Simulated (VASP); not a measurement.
# Ni (P6_3/mmc) in VASP: further runs, part 2 of 2

VASP 6.6.1.

## 3. Single point, LDA, collinear spin, ferromagnetic start (volume scaled by 1.04)

Contents of INCAR:

```
SYSTEM = Ni
  PREC = Accurate
  ENCUT = 520
  EDIFF = 1E-6
  ISMEAR = -1
  SIGMA = 0.05
  LREAL = .False.
  LASPH = .True.
  NELM = 150
  ALGO = Fast
  ISIF = 2
  LWAVE = .False.
  LCHARG = .True.
  ISPIN = 2
  MAGMOM = 1 1
  LORBIT = 11
  LMAXMIX = 4
  GGA = CA
  LELF = .True.
  LVHAR = .True.
  NBANDS = 21
```

Contents of KPOINTS:

```
regular mesh
0
Gamma
  12 12 7
  0 0 0
```

Contents of POSCAR:

```
Ni
1.0
    2.4802374197      0.0000000000      0.0000000000
   -1.2401187098      2.1479486129      0.0000000000
    0.0000000000      0.0000000000      4.1264032895
Ni
2
Direct
    0.6666666667      0.3333333333      0.7500000000
    0.3333333333      0.6666666667      0.2500000000
```

Potentials or basis: VASP PAW LDA potentials, release 64 (Ni).

On the command line:

```sh
cat potpaw_LDA.64/Ni/POTCAR > POTCAR
mpirun -np 1 vasp_std > vasp.out
```

OUTCAR:

```text
SYSTEM = Ni
   PREC = Accurate
   ENCUT = 520
   EDIFF = 1E-6
   ISMEAR = -1
   LREAL = .False.
   LASPH = .True.
   NELM = 150
   ISIF = 2
   ISPIN = 2
   LORBIT = 11
   GGA = CA

 ion  position               nearest neighbor table
   1  0.667  0.333  0.750-   2 2.51   2 2.51   2 2.51   2 2.51   2 2.51   2 2.51
   2  0.333  0.667  0.250-   1 2.51   1 2.51   1 2.51   1 2.51   1 2.51   1 2.51

  LATTYP: Found a hexagonal cell.
 ALAT       =     2.4802374197
 C/A-ratio  =     1.6637130207

  Lattice vectors:

 A1 = (   2.4802374197,   0.0000000000,   0.0000000000)
 A2 = (  -1.2401187098,   2.1479486129,   0.0000000000)
[... 1369 lines left out ...]

 VOLUME and BASIS-vectors are now :
 -----------------------------------------------------------------------------
  energy-cutoff  :      520.00
  volume of cell :       21.98
      direct lattice vectors                 reciprocal lattice vectors
     2.480237420  0.000000000  0.000000000     0.403187208  0.232780243  0.000000000
    -1.240118710  2.147948613  0.000000000     0.000000000  0.465560486  0.000000000
     0.000000000  0.000000000  4.126403289     0.000000000  0.000000000  0.242341800

 POSITION                                       TOTAL-FORCE (eV/Angst)
 -----------------------------------------------------------------------------------
      1.24012      0.71598      3.09480        -0.000000      0.000000      0.000000
     -0.00000      1.43197      1.03160         0.000000     -0.000000      0.000000
 -----------------------------------------------------------------------------------
    total drift:                               -0.000000      0.000000     -0.000000

  FREE ENERGIE OF THE ION-ELECTRON SYSTEM (eV)
  ---------------------------------------------------
  free  energy   TOTEN  =       -13.0045099989 eV

  energy  without entropy=      -12.9664108764  energy(sigma->0) =      -12.98546044

 total charge

# of ion       s       p       d       tot
------------------------------------------
    1        0.494   0.486   8.324   9.304
    2        0.494   0.486   8.324   9.304
--------------------------------------------------
tot          0.988   0.972  16.647  18.608

 magnetization (x)

# of ion       s       p       d       tot
------------------------------------------
    1       -0.004  -0.018   0.632   0.611
    2       -0.004  -0.018   0.632   0.611
--------------------------------------------------
tot         -0.008  -0.036   1.265   1.221
```

Run time: 34 s. Hardware: 1 thread of Intel Xeon 6975P-C (Granite Rapids), shared host; peak memory 0.16 GiB.

Results:

```yaml
Free_energy: -13.0045 eV
Pressure: -17.8 GPa
Net_moment: 1.21 μB per cell
Site_moments: Ni +0.61 μB
Valence_electrons_inside_the_program's_atomic_spheres: Ni 9.30
```

Levels at points of the mesh, in eV from the Fermi level:
Spin up:
```
           k point  band 9  band 10  band 11  band 12  band 13  band 14
(0.00, 0.00, 0.00)   -1.52    -0.63    -0.63    -0.43     5.37    22.82
(0.50, 0.00, 0.00)   -0.47    -0.39     1.24     3.09     9.19     9.65
```
Spin down:
```tsv
k point	band 7	band 8	band 9	band 10	band 11	band 12	band 13	band 14
(0.00, 0.00, 0.00)	-1.40	-0.93	-0.93	-0.41	0.00	0.00	5.74	22.80
(0.50, 0.00, 0.00)	-1.41	0.16	0.16	0.28	1.67	3.44	9.35	9.80
```

Caveat: the cell differs from its parent crystal (volume scaled by 1.04).

## 4. Single point, LDA, collinear spin, ferromagnetic start (volume scaled by 1.06)

Contents of INCAR:

```
ALGO = Fast
EDIFF = 1E-6
ENCUT = 520
GGA = CA
ISIF = 2
ISMEAR = -1
ISPIN = 2
LASPH = True
LCHARG = False
LMAXMIX = 4
LORBIT = 11
LREAL = False
LWAVE = False
MAGMOM = 1 1
NBANDS = 21
NELM = 150
PREC = Accurate
SIGMA = 0.05
```

Contents of KPOINTS:

```
k-points
0
Gamma
  12 12 7
```

Contents of POSCAR:

```
Ni
1.0
    2.4960355362      0.0000000000      0.0000000000
   -1.2480177681      2.1616301831      0.0000000000
    0.0000000000      0.0000000000      4.1526868216
Ni
2
Direct
    0.6666666667      0.3333333333      0.7500000000
    0.3333333333      0.6666666667      0.2500000000
```

On the command line:

```sh
cat potpaw_LDA.64/Ni/POTCAR > POTCAR
mpirun -np 1 vasp_std > vasp.out
```

It took 31 s on 1 thread of Intel Xeon 6975P-C (Granite Rapids), shared host; peak memory 0.16 GiB.

The run converged. Its results:

| Item | Value |
| --- | --- |
| Free energy | -12.9538 eV |
| Pressure | -20.6 GPa |
| Net moment | 1.23 μB per cell |
| Site moments | Ni +0.62 μB |
| Valence electrons inside the program's atomic spheres | Ni 9.27 |

Stress tensor (GPa, compression positive):
```
-19.63   0.00   0.00
  0.00 -19.63   0.00
  0.00   0.00 -22.45
```

Levels at points of the mesh, in eV from the Fermi level:
Spin up:
| k point | band 8 | band 9 | band 10 | band 11 | band 12 | band 13 | band 14 | band 15 |
| --- | --- | --- | --- | --- | --- | --- | --- | --- |
| (0.00, 0.00, 0.00) | -1.50 | -1.50 | -0.63 | -0.63 | -0.40 | 5.23 | 22.65 | 24.18 |
| (0.50, 0.00, 0.00) | -0.51 | -0.48 | -0.41 | 1.21 | 3.02 | 9.07 | 9.50 | 12.18 |
Spin down:
| k point | band 8 | band 9 | band 10 | band 11 | band 12 | band 13 |
| --- | --- | --- | --- | --- | --- | --- |
| (0.00, 0.00, 0.00) | -0.90 | -0.90 | -0.37 | 0.00 | 0.00 | 5.61 |
| (0.50, 0.00, 0.00) | 0.16 | 0.16 | 0.27 | 1.64 | 3.38 | 9.23 |

Caveat: the cell differs from its parent crystal (volume scaled by 1.06).

## 5. Single point, PBE+D4, collinear spin, ferromagnetic start

This run uses another cell than the first one, of 10.60 Å³/atom, 0.984 times its volume.

Contents of INCAR:

```
SYSTEM = Ni
PREC     = Accurate       ! precision mode
ENCUT    = 520            ! plane-wave cutoff, eV
EDIFF    = 1E-6           ! SCF threshold, eV
ISMEAR   = -1             ! smearing method
SIGMA    = 0.05           ! smearing width, eV
LREAL    = .FALSE.        ! projectors in reciprocal space
LASPH    = .TRUE.         ! aspherical terms in the spheres
NELM     = 150            ! most SCF steps
ALGO     = Normal         ! electronic algorithm
ISIF     = 2              ! what is computed and relaxed
LWAVE    = .FALSE.        ! write WAVECAR
LCHARG   = .FALSE.        ! write CHGCAR
ISPIN    = 2              ! spin polarisation
MAGMOM   = 1 1            ! initial moments
LORBIT   = 11             ! projections on sites
LMAXMIX  = 4              ! l up to which the mixer works
GGA      = PE             ! functional
IVDW     = 13             ! dispersion correction
NBANDS   = 21             ! bands
```

Contents of KPOINTS:

```
regular mesh
0
G
  12 12 7
  0 0 0
```

Contents of POSCAR:

```
Ni
1.0
    2.4635745356      0.0000000000      0.0000000000
   -1.2317872678      2.1335181319      0.0000000000
    0.0000000000      0.0000000000      4.0343840893
Ni
2
Direct
    0.6666666667      0.3333333333      0.7500000000
    0.3333333333      0.6666666667      0.2500000000
```

Potentials or basis: VASP PAW PBE potentials, release 64 (Ni).

On the command line:

```sh
cat potpaw_PBE.64/Ni/POTCAR > POTCAR
mpirun -np 1 vasp_std > vasp.out
```

Wall time 40 s (1 thread of Intel Xeon Platinum 8488C (Sapphire Rapids), shared host); peak memory 0.16 GiB.

It converged, with:

| Quantity | Value |
| --- | --- |
| Free energy | -11.8227 eV |
| Pressure | -0.3 GPa |
| Net moment | 1.28 μB per cell |
| Site moments | Ni +0.65 μB |
| Valence electrons inside the program's atomic spheres | Ni 9.36 |
| Dispersion energy per atom | -0.466 eV |

Levels at points of the mesh, in eV from the Fermi level:
Spin up:
```csv
k point,band 9,band 10,band 11,band 12,band 13,band 14
"(0.00, 0.00, 0.00)",-1.72,-0.74,-0.74,-0.40,5.79,22.81
"(0.50, 0.00, 0.00)",-0.55,-0.51,1.17,3.10,9.47,10.05
```
Spin down:
```
           k point  band 8  band 9  band 10  band 11  band 12  band 13
(0.00, 0.00, 0.00)   -1.04   -1.04    -0.45    -0.02    -0.02     6.21
(0.50, 0.00, 0.00)    0.15    0.18     0.28     1.66     3.49     9.59
```

Caveat: pairwise dispersion overbinds metals, which lowers pressure and volume.

## 6. Single point, PBEsol

This run uses another cell than the first one, of 10.57 Å³/atom, 0.980 times its volume.

Contents of INCAR:

```
PREC     = Accurate       # precision mode
ENCUT    = 520            # plane-wave cutoff, eV
EDIFF    = 1E-6           # SCF threshold, eV
ISMEAR   = -1             # smearing method
SIGMA    = 0.05           # smearing width, eV
LREAL    = False          # projectors in reciprocal space
LASPH    = True           # aspherical terms in the spheres
NELM     = 60             # most SCF steps
ALGO     = Normal         # electronic algorithm
ISIF     = 2              # what is computed and relaxed
LWAVE    = False          # write WAVECAR
LCHARG   = False          # write CHGCAR
GGA      = PS             # functional
NBANDS   = 17             # bands
```

Contents of KPOINTS:

```
Automatic mesh
0
Gamma
  12 12 7
```

Contents of POSCAR:

```
Ni
1.0
    2.4480228978      0.0000000000      0.0000000000
   -1.2240114489      2.1200500186      0.0000000000
    0.0000000000      0.0000000000      4.0728075700
Ni
2
Direct
    0.6666666667      0.3333333333      0.7500000000
    0.3333333333      0.6666666667      0.2500000000
```

Potentials or basis: VASP PAW PBE potentials, release 64 (Ni).

On the command line:

```sh
cat potpaw_PBE.64/Ni/POTCAR > POTCAR
mpirun -np 1 vasp_std > vasp.out
```

It took 9.6 s on 1 thread of Intel Xeon 6975P-C (Granite Rapids), shared host; peak memory 0.13 GiB.

It converged, with:

* Free energy: -12.1383 eV
* Pressure: -4.2 GPa
* Band gap on the k mesh: zero (band 10 reaches 9.56 eV, above the bottom of band 11 at 9.07 eV)

Stress tensor (GPa, compression positive):
```
-3.66  0.00  0.00
 0.00 -3.66  0.00
 0.00  0.00 -5.37
```

Levels at points of the mesh, in eV from the Fermi level:
```csv
k point,band 7,band 8,band 9,band 10,band 11,band 12,band 13,band 14
"(0.00, 0.00, 0.00)",-1.60,-1.09,-1.09,-0.42,-0.13,-0.13,5.98,23.18
"(0.50, 0.00, 0.00)",-1.59,0.01,0.04,0.13,1.64,3.55,9.64,10.19
```

Caveat: the PAW data sets were made with another functional, which shifts forces and pressure a little; the run has no spin polarisation, though such a crystal can be magnetic. Spin polarisation is off, so any magnetic state and its effect on volume and gap are missing.

## 7. Overview

```csv
level,potentials or basis,spin,cell,gap on the mesh (eV),pressure (GPa),moment (μB)
LDA,"VASP PAW LDA potentials, release 64 (Ni)","collinear, ferromagnetic start","a = 2.464, b = 2.464, c = 4.100 Å, angles 90.0, 90.0, 120.0°, 2 atoms",none,-14.6,1.19
LDA,"VASP PAW LDA potentials, release 64 (Ni)","collinear, ferromagnetic start","a = 2.480, b = 2.480, c = 4.126 Å, angles 90.0, 90.0, 120.0°, 2 atoms",none,-17.8,1.21
LDA,"VASP PAW LDA potentials, release 64 (Ni)","collinear, ferromagnetic start","a = 2.496, b = 2.496, c = 4.153 Å, angles 90.0, 90.0, 120.0°, 2 atoms",none,-20.6,1.23
PBE+D4,"VASP PAW PBE potentials, release 64 (Ni)","collinear, ferromagnetic start","a = 2.464, b = 2.464, c = 4.034 Å, angles 90.0, 90.0, 120.0°, 2 atoms",none,-0.3,1.28
PBEsol,"VASP PAW PBE potentials, release 64 (Ni)",off,"a = 2.448, b = 2.448, c = 4.073 Å, angles 90.0, 90.0, 120.0°, 2 atoms",none,-4.2,-
```

Alike in all rows: task single point; k mesh 12 × 12 × 7; cutoff (eV) 520; smearing fermi-dirac 0.05 eV.

Caveats: pairwise dispersion overbinds metals, which lowers pressure and volume (some runs); the PAW data sets were made with another functional, which shifts forces and pressure a little (some runs).

Absolute energies hang on the potentials; compare differences alone.
